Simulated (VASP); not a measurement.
# Zn2SiN (P4/mmm) in VASP: further runs, part 2 of 2

VASP 6.6.1. The steps go on from the part before.

**3. Single point, PBE**

This run uses another cell than the first one, of 13.17 Å³/atom.

Input file INCAR:

```
SYSTEM = Zn2SiN
  PREC = Accurate
  ENCUT = 600
  EDIFF = 1E-6
  ISMEAR = 0
  SIGMA = 0.1
  LREAL = .FALSE.
  LASPH = .TRUE.
  NELM = 120
  ALGO = Normal
  ISIF = 2
  LWAVE = .FALSE.
  LCHARG = .FALSE.
  GGA = PE
  NBANDS = 24
  GGA_COMPAT = .FALSE.
```

Input file KPOINTS:

```
regular mesh
0
G
  12 12 14
  0 0 0
```

Input file POSCAR:

```
Zn2SiN
1.0
    3.8006901426      0.0000000000      0.0000000000
    0.0000000000      3.8006901426      0.0000000000
    0.0000000000      0.0000000000      3.6481118523
Zn Si N
2 1 1
Direct
    0.0000000000      0.5000000000      0.5000000000
    0.5000000000      0.0000000000      0.5000000000
    0.5000000000      0.5000000000      0.0000000000
    0.0000000000      0.0000000000      0.0000000000
```

Potentials or basis: VASP PAW PBE potentials, release 64 (Zn, Si, N).

Launch:

```
$ cat potpaw_PBE.64/Zn/POTCAR potpaw_PBE.64/Si/POTCAR potpaw_PBE.64/N/POTCAR > POTCAR
$ mpirun -np 1 vasp_std > vasp.out
```

OUTCAR:

```text
SYSTEM = Zn2SiN
   PREC = Accurate
   ENCUT = 600
   EDIFF = 1E-6
   ISMEAR = 0
   LREAL = .FALSE.
   LASPH = .TRUE.
   NELM = 120
   ISIF = 2
   GGA = PE

 ion  position               nearest neighbor table
   1  0.000  0.500  0.500-   3 2.63   3 2.63   3 2.63   3 2.63   2 2.69   2 2.69   2 2.69   2 2.69

   2  0.500  0.000  0.500-   3 2.63   3 2.63   3 2.63   3 2.63   1 2.69   1 2.69   1 2.69   1 2.69

   3  0.500  0.500  0.000-   1 2.63   2 2.63   1 2.63   2 2.63   2 2.63   2 2.63   1 2.63   1 2.63

   4  0.000  0.000  0.000-
[... 849 lines left out ...]
  Direction    XX          YY          ZZ          XY          YZ          ZX
  --------------------------------------------------------------------------------------
  -------------------------------------------------------------------------------------
  Total        0.0035569      0.0035569      0.0050556      0.0000000      0.0000000      0.0000000
  in kB        0.1081398      0.1081398      0.1537050      0.0000000      0.0000000      0.0000000
  external PRESSURE =       0.1233282 kB  Pullay stress =       0.0000000 kB

 VOLUME and BASIS-vectors are now :
 -----------------------------------------------------------------------------
  energy-cutoff  :      600.00
  volume of cell :       52.70
      direct lattice vectors                 reciprocal lattice vectors
     3.800690143  0.000000000  0.000000000     0.263110110  0.000000000  0.000000000
     0.000000000  3.800690143  0.000000000     0.000000000  0.263110110  0.000000000
     0.000000000  0.000000000  3.648111852     0.000000000  0.000000000  0.274114402

 POSITION                                       TOTAL-FORCE (eV/Angst)
 -----------------------------------------------------------------------------------
      0.00000      1.90035      1.82406         0.000000      0.000000      0.000000
      1.90035      0.00000      1.82406         0.000000      0.000000      0.000000
      1.90035      1.90035      0.00000         0.000000      0.000000      0.000000
      0.00000      0.00000      0.00000         0.000000      0.000000      0.000000
 -----------------------------------------------------------------------------------
    total drift:                                0.000000      0.000000     -0.000000

  FREE ENERGIE OF THE ION-ELECTRON SYSTEM (eV)
  ---------------------------------------------------
  free  energy   TOTEN  =       -12.0641956751 eV

  energy  without entropy=      -12.0576443891  energy(sigma->0) =      -12.06092003
```

OSZICAR:

```text
N       E                     dE             d eps       ncg     rms          rms(c)
DAV:   1     0.188355348873E+03    0.18836E+03   -0.16740E+04 10784   0.201E+03
DAV:   2     0.147917851765E+01   -0.18688E+03   -0.17626E+03 11344   0.365E+02
DAV:   3    -0.135196930160E+02   -0.14999E+02   -0.14310E+02 12992   0.969E+01
DAV:   4    -0.138293108758E+02   -0.30962E+00   -0.30904E+00 11968   0.134E+01
DAV:   5    -0.138322925513E+02   -0.29817E-02   -0.29813E-02 13304   0.131E+00    0.871E+00
DAV:   6    -0.131734788591E+02    0.65881E+00   -0.97168E+00 15376   0.632E+01    0.988E+00
DAV:   7    -0.120783424912E+02    0.10951E+01   -0.23423E+00 14848   0.169E+01    0.382E+00
DAV:   8    -0.120719273960E+02    0.64151E-02   -0.48126E-01 11376   0.551E+00    0.118E+00
DAV:   9    -0.120642042099E+02    0.77232E-02   -0.11753E-02 15768   0.160E+00    0.234E-01
DAV:  10    -0.120642545871E+02   -0.50377E-04   -0.22760E-03 13464   0.520E-01    0.111E-01
DAV:  11    -0.120642069549E+02    0.47632E-04   -0.19340E-04 12944   0.145E-01    0.611E-02
DAV:  12    -0.120641957232E+02    0.11232E-04   -0.66568E-05 12144   0.623E-02    0.129E-02
DAV:  13    -0.120641956751E+02    0.48073E-07   -0.46419E-06 12080   0.198E-02
   1 F= -.12064196E+02 E0= -.12060920E+02  d E =-.655129E-02
```

It took 2.6 min on 1 thread of AMD EPYC 9R45 (Zen 5), shared host; peak memory 0.39 GiB.

What came out:

- Free energy: -12.0642 eV
- Pressure: 0.0 GPa
- Band gap on the k mesh: zero (an odd number of electrons rules out a gap without spin polarisation)

**4. Relaxation of cell and atoms, PBE**

Input file INCAR:

```
SYSTEM = Zn2SiN
ALGO = Normal ; EDIFF = 1E-7
EDIFFG = -0.01 ; ENCUT = 600
GGA = PE ; GGA_COMPAT = .FALSE.
IBRION = 2 ; ISIF = 3
ISMEAR = 0 ; LASPH = .TRUE.
LCHARG = .FALSE. ; LREAL = .FALSE.
LWAVE = .FALSE. ; NELM = 120
NELMIN = 4 ; NSW = 100
PREC = Accurate ; SIGMA = 0.1
```

Input file KPOINTS:

```
k-points
0
G
  12 12 14
  0 0 0
```

Input file POSCAR:

```
Zn2SiN
1.0
    3.7881194900      0.0000000000      0.0000000000
    0.0000000000      3.7881194900      0.0000000000
    0.0000000000      0.0000000000      3.5809410300
Zn Si N
2 1 1
Direct
    0.0000000000      0.5000000000      0.5000000000
    0.5000000000      0.0000000000      0.5000000000
    0.5000000000      0.5000000000      0.0000000000
    0.0000000000      0.0000000000      0.0000000000
```

Potentials or basis: VASP PAW PBE potentials, release 64 (Zn, Si, N).

Launch:

```
$ cat potpaw_PBE.64/Zn/POTCAR potpaw_PBE.64/Si/POTCAR potpaw_PBE.64/N/POTCAR > POTCAR
$ mpirun -np 1 vasp_std > vasp.out
```

OUTCAR:

```text
SYSTEM = Zn2SiN
   EDIFF = 1E-7
   EDIFFG = -0.01
   ENCUT = 600
   GGA = PE
   IBRION = 2
   ISIF = 3
   ISMEAR = 0
   LASPH = .TRUE.
   LREAL = .FALSE.
   NELM = 120
   NELMIN = 4
   NSW = 100
   PREC = Accurate

 ion  position               nearest neighbor table
   1  0.000  0.500  0.500-   3 2.61   3 2.61   3 2.61   3 2.61   2 2.68   2 2.68   2 2.68   2 2.68

   2  0.500  0.000  0.500-   3 2.61   3 2.61   3 2.61   3 2.61   1 2.68   1 2.68   1 2.68   1 2.68

   3  0.500  0.500  0.000-   1 2.61   2 2.61   1 2.61   2 2.61   2 2.61   2 2.61   1 2.61   1 2.61

   4  0.000  0.000  0.000-

  LATTYP: Found a simple tetragonal cell.
[... 419 lines left out ...]
  ---------------------------------------------------
  ext. energy  EPLUGINS =         0.00000000
  ---------------------------------------------------
  free energy    TOTEN  =       -12.06318482 eV

  energy without entropy =      -12.05649149  energy(sigma->0) =      -12.05983815

 E-fermi :   5.2615     XC(G=0): -11.5321

 val. band max:        5.2570877298   @ k =   0.5000   0.2500   0.0714
 cond. band min:       5.2701698275   @ k =   0.3333   0.0833   0.0714
 fundamental gap:      0.0130820978
 Fermi energy:         5.2614659348

 k-point     1 :       0.0000    0.0000    0.0000
  band No.  band energies     occupation
      1      -9.5149      2.00000
      2      -4.3739      2.00000
      3      -2.8755      2.00000
      4      -2.7242      2.00000
      5      -2.4493      2.00000
      6      -2.4493      2.00000
[... 541 lines left out ...]
     19       8.1681      0.00000
     20       8.8155      0.00000

 [... further k-points ...]

------------------------ aborting loop because EDIFF is reached ----------------------------------------

  FORCE on cell =-STRESS in cart. coord.  units (eV):
  Direction    XX          YY          ZZ          XY          YZ          ZX
  --------------------------------------------------------------------------------------
  -------------------------------------------------------------------------------------
  Total       -0.0192420     -0.0192420     -0.0393008      0.0000000      0.0000000     -0.0000000
  in kB       -0.5838558     -0.5838558     -1.1924949      0.0000000      0.0000000     -0.0000000
  external PRESSURE =      -0.7867355 kB  Pullay stress =       0.0000000 kB
[... 19 lines left out ...]
  FREE ENERGIE OF THE ION-ELECTRON SYSTEM (eV)
  ---------------------------------------------------
  free  energy   TOTEN  =       -12.0631848151 eV

  energy  without entropy=      -12.0564914889  energy(sigma->0) =      -12.05983815

 reached required accuracy - stopping structural energy minimisation
```

Wall time 9.8 min (1 thread of AMD EPYC 9R45 (Zen 5), shared host); peak memory 0.37 GiB.

Results:

```yaml
Free_energy: -12.0632 eV
Relaxed_volume: 13.20 Å³/atom
Relaxed_cell: a = 3.800 Å, b = 3.800 Å, c = 3.657 Å, α = 90.00°, β = 90.00°, γ = 90.00°
Space_group_after_relaxing_to_0.1_Å: P4/mmm (No. 123)
Energy_gained_by_relaxing: 3.3 meV/atom
Ionic_steps: 7
Pressure_after_relaxing: -0.1 GPa
Band_gap_on_the_k_mesh: zero (an odd number of electrons rules out a gap without spin polarisation)
```

Step by step:
| step | energy change (eV) | largest force (eV/Å) | pressure (GPa) | volume (Å³) |
| --- | --- | --- | --- | --- |
| 1 | 0.0000 | 0.0000 | 2.95 | 51.39 |
| 2 | -0.0118 | 0.0000 | -0.72 | 53.16 |
| 3 | -0.0126 | 0.0000 | -0.01 | 52.79 |
| 4 | -0.0126 | 0.0000 | -0.10 | 52.82 |
| 5 | -0.0128 | 0.0000 | -0.07 | 52.81 |
| 6 | -0.0131 | 0.0000 | -0.08 | 52.81 |
| 7 | -0.0132 | 0.0000 | -0.08 | 52.80 |

Final structure:
```
Zn Si N
1.0
     3.79986    0.00000    0.00000
     0.00000    3.79986    0.00000
     0.00000    0.00000    3.65697
Zn Si N
2 1 1
Direct
  0.00000 0.50000 0.50000
  0.50000 0.00000 0.50000
  0.50000 0.50000 0.00000
  0.00000 0.00000 0.00000
```

**5. Summary**

| task | cell | k mesh | gap on the mesh (eV) | pressure (GPa) |
| --- | --- | --- | --- | --- |
| single point | a = 3.788, b = 3.788, c = 3.581 Å, 4 atoms | 4 × 4 × 6 | none | 3.0 |
| single point | a = 3.801, b = 3.801, c = 3.648 Å, 4 atoms | 12 × 12 × 14 | none | 0.0 |
| relaxation of cell and atoms | relaxed from a = 3.788, b = 3.788, c = 3.581 Å, 4 atoms | 12 × 12 × 14 | none | -0.1 |

Alike in all rows: level PBE; potentials or basis VASP PAW PBE potentials, release 64 (Zn, Si, N); no spin polarisation; cutoff (eV) 600; smearing gaussian 0.1 eV.

Caveats: some runs use coarse meshes.

Total energies depend on the potentials used, so only differences within one code and one set of settings carry meaning.

The gap in the log of VASP goes by the Fermi energy; the results here count the filled bands.